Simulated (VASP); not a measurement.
The system is CoO.

```
Co O
1.0
    -1.48762    1.48762    2.07877
     1.48762   -1.48762    2.07877
     1.48762    1.48762   -2.07877
Co O
1 1
Direct
  0.00000 0.00000 0.00000
  0.50000 0.50000 0.00000
```

Base run:

* Program: VASP 6.6.1
* Functional: LDA
* Potentials or basis: VASP PAW LDA potentials, release 64 (Co, O)
* Cutoff: 520 eV
* k mesh: 12 × 12 × 12
* Occupations: fermi-dirac, width 0.05 eV
* Spin: collinear spin, ferromagnetic start
* Starting moments: [2.0, 0.0] μB

Its results: pressure -15.4 GPa; net moment 2.44 μB per cell; site moments Co +2.17; O +0.23 μB.

Q: The run is repeated on the same cell with these changes: functional from LDA to PBEsol; potentials or basis from VASP PAW LDA potentials, release 64 (Co, O) to VASP PAW PBE potentials, release 64 (Co, O). What comes out?

A: Pressure -3.4 GPa; net moment 2.79 μB per cell; site moments Co +2.46; O +0.28 μB.

Caveats: a cell with one magnetic atom can't hold antiferromagnetic order, which such compounds often take; the PAW data sets were made with another functional, which shifts forces and pressure a little (some runs).
